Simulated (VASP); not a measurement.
Write the native input for VASP 6.6.1 that does the following.

* Task: relaxation of cell and atoms
* Functional: PBE
* Potentials or basis: VASP PAW PBE potentials, release 64 (Ni, Ge_d)
* Cutoff: 600 eV
* k mesh: 6 × 6 × 6
* Occupations: gaussian, width 0.1 eV
* Spin: no spin polarisation
* Dipole correction: no
* Further INCAR settings: ALGO = Normal; EDIFF = 1e-06; IBRION = 2; EDIFFG = -0.05; NSW = 100; ISIF = 3

The structure of NiGe lies in POSCAR:

```
NiGe
1.0
    0.0000000000      2.5377763786      2.5377763786
    2.5377763786      0.0000000000      2.5377763786
    2.5377763786      2.5377763786      0.0000000000
Ni Ge
1 1
Direct
    0.0000000000      0.0000000000      0.0000000000
    0.2500000000      0.2500000000      0.2500000000
```

These files were run (other wordings do the same):

INCAR

```
PREC = Accurate
ENCUT = 600
EDIFF = 1E-6
ISMEAR = 0
SIGMA = 0.1
LREAL = F
LASPH = T
NELM = 80
ALGO = Normal
ISIF = 3
LWAVE = F
LCHARG = F
GGA = PE
IBRION = 2
NSW = 100
EDIFFG = -0.05
```

KPOINTS

```
regular mesh
0
Gamma
  6 6 6
```

Potentials or basis: VASP PAW PBE potentials, release 64 (Ni, Ge_d).

Command:

```console
$ cat potpaw_PBE.64/Ni/POTCAR potpaw_PBE.64/Ge_d/POTCAR > POTCAR
$ mpirun -np 1 vasp_std > vasp.out
```

It gave:

```
Relaxed volume                         : 18.97 Å³/atom
Relaxed cell                           : a = 3.772 Å, b = 3.772 Å, c = 3.772 Å, α = 60.00°, β = 60.00°, γ = 60.00°
Space group after relaxing (to 0.05 Å) : F-43m (No. 216)
Energy gained by relaxing              : 126.2 meV/atom
Ionic steps                            : 3
Pressure after relaxing                : 0.0 GPa
Band gap on the k mesh                 : zero (band 12 reaches 9.74 eV, above the bottom of band 13 at 4.20 eV)
```

Caveat: the volume moved by over 15 % at a fixed basis, so the end points are rough.

It took 21 s on 1 thread of AMD EPYC 9R45 96-Core Processor (Zen 5), on a shared host, peak memory 0.14 GiB.
